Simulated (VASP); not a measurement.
# Ti2BN3 (P-62m) in VASP: single point with PBE

Aim: the single point of Ti2BN3 with PBE.

Program: VASP 6.6.1. These are calculated values, not measurements. Logs are shortened: lines on timing, memory, paths and dates and some standing lists are left out, and cuts for length are marked.

## 1. The cell of the first run

The structure is hexagonal, space group P-62m (No. 189). The conventional cell has a = 5.132 Å, b = 5.132 Å, c = 3.428 Å, α = 90.00°, β = 90.00°, γ = 120.00°. Ti (site symmetry -6) has 3 N at 1.48 Å within 2.0 Å. Within 3.3 Å of B (site symmetry -62m) lie 6 N at 2.52 to 2.61 Å and 6 Ti at 2.96 Å. Within 2.0 Å of N (site symmetry m2m) lie 2 Ti at 1.48 Å.

## 2. Single point, PBE, collinear spin, ferromagnetic start

INCAR reads:

```
PREC     = Accurate       # precision mode
ENCUT    = 520            # plane-wave cutoff, eV
EDIFF    = 1E-7           # SCF threshold, eV
ISMEAR   = 0              # smearing method
SIGMA    = 0.1            # smearing width, eV
LREAL    = F              # projectors in reciprocal space
LASPH    = T              # aspherical terms in the spheres
NELM     = 150            # most SCF steps
ALGO     = Normal         # electronic algorithm
ISIF     = 2              # what is computed and relaxed
LWAVE    = F              # write WAVECAR
LCHARG   = F              # write CHGCAR
ISPIN    = 2              # spin polarisation
MAGMOM   = -1 -1 0 0 0 0  # initial moments
LORBIT   = 11             # projections on sites
LMAXMIX  = 4              # l up to which the mixer works
GGA      = PE             # functional
NBANDS   = 34             # bands
```

KPOINTS reads:

```
regular mesh
0
Gamma
  6 6 6
```

POSCAR reads:

```
Ti2BN3
1.0
    5.1321251200      0.0000000000      0.0000000000
   -2.5660625600      4.4445507300      0.0000000000
    0.0000000000      0.0000000000      3.4277428100
Ti B N
2 1 3
Direct
    0.3333333300      0.6666666700      0.5000000000
    0.6666666700      0.3333333300      0.5000000000
    0.0000000000      0.0000000000      0.5000000000
    0.5092883400      0.0000000000      0.5000000000
    0.0000000000      0.5092883400      0.5000000000
    0.4907116600      0.4907116600      0.5000000000
```

Potentials or basis: VASP PAW PBE potentials, release 64 (Ti_sv, B, N).

Launch:

```sh
$ cat potpaw_PBE.64/Ti_sv/POTCAR potpaw_PBE.64/B/POTCAR potpaw_PBE.64/N/POTCAR > POTCAR
$ mpirun -np 1 vasp_std > vasp.out
```

OUTCAR:

```text
PREC = Accurate
   ENCUT = 520
   EDIFF = 1E-7
   ISMEAR = 0
   LREAL = F
   LASPH = T
   NELM = 150
   ISIF = 2
   ISPIN = 2
   LORBIT = 11
   GGA = PE

 ion  position               nearest neighbor table
   1  0.333  0.667  0.500-   5 1.48   4 1.48   6 1.48
   2  0.667  0.333  0.500-   4 1.48   5 1.48   6 1.48
   3  0.000  0.000  0.500-
   4  0.509  0.000  0.500-   2 1.48   1 1.48
   5  0.000  0.509  0.500-   1 1.48   2 1.48
   6  0.491  0.491  0.500-   2 1.48   1 1.48

  LATTYP: Found a hexagonal cell.
 ALAT       =     5.1321251200
 C/A-ratio  =     0.6678993068

  Lattice vectors:

 A1 = (   5.1321251200,   0.0000000000,   0.0000000000)
 A2 = (  -2.5660625600,   4.4445507300,   0.0000000000)
 A3 = (   0.0000000000,   0.0000000000,   3.4277428100)

Analysis of symmetry for initial positions (statically):
=====================================================================
 Subroutine PRICEL returns:
 Original cell was already a primitive cell.

 Routine SETGRP: Setting up the symmetry group for a
 hexagonal supercell.

 Subroutine GETGRP returns: Found 12 space group operations
 (whereof 12 operations were pure point group operations)
 out of a pool of 24 trial point group operations.

The static configuration has the point symmetry D_3h.

Analysis of symmetry for dynamics (positions and initial velocities):
=====================================================================
 Subroutine PRICEL returns:
 Original cell was already a primitive cell.

 Routine SETGRP: Setting up the symmetry group for a
 hexagonal supercell.

 Subroutine GETGRP returns: Found 12 space group operations
 (whereof 12 operations were pure point group operations)
 out of a pool of 24 trial point group operations.

The dynamic configuration has the point symmetry D_3h.

Analysis of structural, dynamic, and magnetic symmetry:
=====================================================================
 Subroutine PRICEL returns:
 Original cell was already a primitive cell.

 Routine SETGRP: Setting up the symmetry group for a
 hexagonal supercell.

 Subroutine GETGRP returns: Found 12 space group operations
 (whereof 12 operations were pure point group operations)
 out of a pool of 24 trial point group operations.

The overall configuration has the point symmetry D_3h.

 Subroutine INISYM returns: Found 12 space group operations
 (whereof 12 operations are pure point group operations),
 and found     1 'primitive' translations

----------------------------------------------------------------------------------------

                                     Primitive cell

  volume of cell :      78.1868

  direct lattice vectors                    reciprocal lattice vectors
     5.132125120  0.000000000  0.000000000     0.194851056  0.112497310  0.000000000
    -2.566062560  4.444550730  0.000000000     0.000000000  0.224994619  0.000000000
     0.000000000  0.000000000  3.427742810     0.000000000  0.000000000  0.291737174

  length of vectors
     5.132125120  5.132125121  3.427742810     0.224994619  0.224994619  0.291737174

  position of ions in fractional coordinates (direct lattice)
     0.333333330  0.666666670  0.500000000
     0.666666670  0.333333330  0.500000000
     0.000000000  0.000000000  0.500000000
     0.509288340  0.000000000  0.500000000
     0.000000000  0.509288340  0.500000000
     0.490711660  0.490711660  0.500000000

  ion indices of the primitive-cell ions
   primitive index   ion index
                 1           1
                 2           2
                 3           3
                 4           4
                 5           5
                 6           6

----------------------------------------------------------------------------------------

 KPOINTS: regular mesh

Automatic generation of k-mesh.
 Grid dimensions read from file:
 generate k-points for:    6    6    6

 Generating k-lattice:

  Cartesian coordinates                     Fractional coordinates (reciprocal lattice)
[... 40 lines left out ...]
  0.333333  0.000000  0.500000      6.000000
 [... further k-points ...]
   k-points           NKPTS =     28   k-points in BZ     NKDIM =     28   number of bands    NBANDS=     34
   number of dos      NEDOS =    301   number of ions     NIONS =      6
   total plane-waves  NPLWV =  44800
   dimension x,y,z NGX =    40 NGY =   40 NGZ =   28
   dimension x,y,z NGXF=    80 NGYF=   80 NGZF=   56
   ions per type =               2   1   3
   NGX,Y,Z   is equivalent  to a cutoff of  12.96, 12.96, 13.58 a.u.
   NGXF,Y,Z  is equivalent  to a cutoff of  25.91, 25.91, 27.16 a.u.
 SYSTEM =  unknown system
   PREC   = accura    normal or accurate (medium, high low for compatibility)
   ISTART =      0    job   : 0-new  1-cont  2-samecut
   ICHARG =      2    charge: 1-file 2-atom 10-const
   ISPIN  =      2    spin polarized calculation?
   LNONCOLLINEAR =      F non collinear calculations
   LSORBIT =      F    spin-orbit coupling
   LASPH  =      T    aspherical Exc in radial PAW
   ENCUT  =  520.0 eV  38.22 Ry    6.18 a.u.   9.54  9.54  6.37*2*pi/ulx,y,z
   NELM   =    150;   NELMIN=  2; NELMDL= -5     # of ELM steps
   EDIFF  = 0.1E-06   stopping-criterion for ELM
   LREAL  =      F    real-space projection
   EDIFFG = 0.1E-05   stopping-criterion for IOM
   NSW    =      0    number of steps for IOM
   IBRION =     -1    ionic relax: 0-MD 1-quasi-New 2-CG
   NFREE  =      0    steps in history (QN), initial steepest desc. (CG)
   ISIF   =      2    stress and relaxation
   ISYM   =      2    0-nonsym 1-usesym 2-fastsym
   POTIM  = 0.5000    time-step for ionic-motion
   TEBEG  =    0.0;   TEEND  =   0.0 temperature during run
   PSTRESS=    0.0 pullay stress
   NELECT =      42.0000    total number of electrons
   NUPDOWN=      -1.0000    fix difference up-down
   EMIN   =  10.00;   EMAX   =-10.00  energy-range for DOS
   EFERMI =   0.00;   METHOD = LEGACY
   ISMEAR =     0;   SIGMA  =   0.10  broadening in eV -4-tet -1-fermi 0-gaus
   EFERMI_NEDOS =   21; number of points for ismear=-14 and -15
   IALGO  =     38    algorithm
   IMIX   =      4    mixing-type and parameters
     AMIX     =   0.40;   BMIX     =  1.00
     AMIX_MAG =   1.60;   BMIX_MAG =  1.00
  volume/ion in A,a.u.               =      13.03        87.94
  Fermi-wavevector in a.u.,A,eV,Ry     =   1.330802  2.514851 24.096384  1.771034
  Thomas-Fermi vector in A             =   2.459861
   LORBIT       =     11    0 simple, 1 ext, 2 COOP (PROOUT), +10 PAW based schemes
   GGA     = PE    functional components
   LHFCALC =     F    Hartree Fock is set to
   AEXX    =    0.0000 exact exchange contribution
   IVDW    =     0    specifies the selected vdW correction
   LEPSILON=     F    determine dielectric tensor
   LRPA    =     F    only Hartree local field effects (RPA)
 spin polarized calculation
 Gauss-broadening in eV      SIGMA  =   0.10
  energy-cutoff  :      520.00
  volume of cell :       78.19
 maximum number of plane-waves:      2131
 NGX is ok and might be reduce to    40
   NGX = 19   NGY = 19   NGZ = 13

 number of electron      42.0000003 magnetization      -0.0007167

 number of electron      42.0000003 magnetization       0.0004927

 Free energy of the ion-electron system (eV)
  ---------------------------------------------------
  ext. energy  EPLUGINS =         0.00000000
  ---------------------------------------------------
  free energy    TOTEN  =       -25.30211889 eV

  energy without entropy =      -25.28192117  energy(sigma->0) =      -25.29202003

 E-fermi :   4.5643     XC(G=0):  -9.8592

 val. band max:        4.5534051861   @ k =   0.5000   0.0000   0.5000
 cond. band min:       4.5761328469   @ k =   0.3333   0.0000   0.5000
 fundamental gap:      0.0227276608
 Fermi energy:         4.5642677098

 spin component 1

 k-point     1 :       0.0000    0.0000    0.0000
  band No.  band energies     occupation
      1     -50.6185      1.00000
      2     -50.5565      1.00000
      3     -28.5528      1.00000
      4     -28.5528      1.00000
      5     -28.0935      1.00000
      6     -28.0935      1.00000
[... 853 lines left out ...]
     32      12.0988      0.00000
     33      12.6950      0.00000

 [... further k-points ...]

 spin component 2

 k-point     1 :       0.0000    0.0000    0.0000
  band No.  band energies     occupation
      1     -50.6184      1.00000
      2     -50.5565      1.00000
      3     -28.5527      1.00000
      4     -28.5527      1.00000
      5     -28.0934      1.00000
      6     -28.0934      1.00000
[... 853 lines left out ...]
     32      12.0989      0.00000
     33      12.6951      0.00000

 [... further k-points ...]

 [bands above 33 left out]

------------------------ aborting loop because EDIFF is reached ----------------------------------------

  FORCE on cell =-STRESS in cart. coord.  units (eV):
  Direction    XX          YY          ZZ          XY          YZ          ZX
  --------------------------------------------------------------------------------------
  -------------------------------------------------------------------------------------
  Total       92.2458155     92.2458155      0.6071919     -0.0000000      0.0000000      0.0000000
  in kB     1890.2703621   1890.2703627     12.4423731     -0.0000000      0.0000000      0.0000000
  external PRESSURE =    1264.3276993 kB  Pullay stress =       0.0000000 kB

 VOLUME and BASIS-vectors are now :
 -----------------------------------------------------------------------------
  energy-cutoff  :      520.00
  volume of cell :       78.19
      direct lattice vectors                 reciprocal lattice vectors
     5.132125120  0.000000000  0.000000000     0.194851056  0.112497310  0.000000000
    -2.566062560  4.444550730  0.000000000     0.000000000  0.224994619  0.000000000
     0.000000000  0.000000000  3.427742810     0.000000000  0.000000000  0.291737174

 POSITION                                       TOTAL-FORCE (eV/Angst)
 -----------------------------------------------------------------------------------
     -0.00000      2.96303      1.71387        -0.000000     -0.000000      0.000000
      2.56606      1.48152      1.71387        -0.000000     -0.000000      0.000000
      0.00000      0.00000      1.71387        -0.000000     -0.000000      0.000000
      2.61373      0.00000      1.71387         1.364752     -0.000000      0.000000
     -1.30687      2.26356      1.71387        -0.682376      1.181909      0.000000
      1.25920      2.18099      1.71387        -0.682376     -1.181909     -0.000000
 -----------------------------------------------------------------------------------
    total drift:                               -0.000003     -0.000006     -0.000000

  FREE ENERGIE OF THE ION-ELECTRON SYSTEM (eV)
  ---------------------------------------------------
  free  energy   TOTEN  =       -25.3021188877 eV

  energy  without entropy=      -25.2819211735  energy(sigma->0) =      -25.29202003

 total charge

# of ion       s       p       d       tot
------------------------------------------
    1        2.414   6.646   3.621  12.681
    2        2.414   6.646   3.621  12.681
    3        0.950   0.410   0.000   1.361
    4        1.394   2.710   0.000   4.104
    5        1.394   2.710   0.000   4.104
    6        1.394   2.710   0.000   4.104
--------------------------------------------------
tot          9.961  21.832   7.242  39.035

 magnetization (x)

# of ion       s       p       d       tot
------------------------------------------
    1       -0.000   0.000   0.000   0.000
    2       -0.000   0.000   0.000   0.000
    3        0.000   0.000   0.000   0.000
    4        0.000   0.000   0.000   0.000
    5        0.000   0.000   0.000   0.000
    6        0.000   0.000   0.000   0.000
--------------------------------------------------
tot          0.000   0.000   0.000   0.000
```

It took 6.6 min on 1 thread of AMD EPYC 7R13, shared host; peak memory 0.27 GiB.

Results:

* Free energy: -25.3021 eV
* Pressure: 126.4 GPa
* Largest force: 1.365 eV/Å
* Band gap on the k mesh: zero (filled and empty bands overlap)
* Net moment: 0.00 μB per cell
* Valence electrons inside the program's atomic spheres: Ti 12.68; B 1.36; N 4.10

Forces in eV/Å, atoms in the order of the input:
```
Ti   0.000  0.000  0.000
Ti   0.000  0.000  0.000
B    0.000  0.000  0.000
N    1.365  0.000  0.000
N   -0.682  1.182  0.000
N   -0.682 -1.182  0.000
```

Levels at points of the mesh, in eV from the Fermi level:
Spin up:
```tsv
k point	band 18	band 19	band 20	band 21	band 22	band 23	band 24	band 25
(0.00, 0.00, 0.00)	-2.04	-1.08	-0.68	-0.43	-0.43	1.96	2.91	2.91
(0.50, 0.00, 0.00)	-3.07	-2.98	-0.72	-0.55	0.07	1.09	2.21	2.92
(0.00, 0.00, 0.50)	-3.27	-0.99	-0.11	-0.11	0.67	1.92	1.92	4.15
(0.50, 0.00, 0.50)	-2.95	-2.91	-0.14	-0.01	0.17	1.80	2.50	3.43
```
Spin down:
```
           k point  band 18  band 19  band 20  band 21  band 22  band 23  band 24  band 25
(0.00, 0.00, 0.00)    -2.04    -1.08    -0.68    -0.43    -0.43     1.96     2.91     2.91
(0.50, 0.00, 0.00)    -3.07    -2.98    -0.72    -0.55     0.07     1.09     2.21     2.92
(0.00, 0.00, 0.50)    -3.27    -0.99    -0.11    -0.11     0.67     1.92     1.92     4.15
(0.50, 0.00, 0.50)    -2.95    -2.91    -0.14    -0.01     0.17     1.80     2.50     3.43
```

Caveat: forces of over 1 eV/Å act on the atoms, so gaps and moduli don't describe the material at rest.
